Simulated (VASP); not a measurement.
Here is a VASP 6.6.1 calculation.

File INCAR:

```
SYSTEM = Ta
PREC = Accurate
ENCUT = 520
EDIFF = 1E-6
ISMEAR = 0
SIGMA = 0.15
LREAL = .False.
LASPH = .True.
NELM = 60
ALGO = Fast
ISIF = 2
LWAVE = .False.
LCHARG = .False.
GGA = PS
NBANDS = 12
```

Contents of KPOINTS:

```
Automatic mesh
0
Gamma
  22 22 22
  0 0 0
```

Contents of POSCAR:

```
Ta
1.0
   -1.5718042195      1.5718042195      1.5718042195
    1.5718042195     -1.5718042195      1.5718042195
    1.5718042195      1.5718042195     -1.5718042195
Ta
1
Direct
    0.0000000000      0.0000000000      0.0000000000
```

Potentials or basis: VASP PAW PBE potentials, release 64 (Ta_pv).

Run with:

```bash
$ cat potpaw_PBE.64/Ta_pv/POTCAR > POTCAR
$ mpirun -np 1 vasp_std > vasp.out
```

Problem. What does it give for the pressure?

Solution. 34.4 GPa.

Caveat: the PAW data sets were made with another functional, which shifts forces and pressure a little.
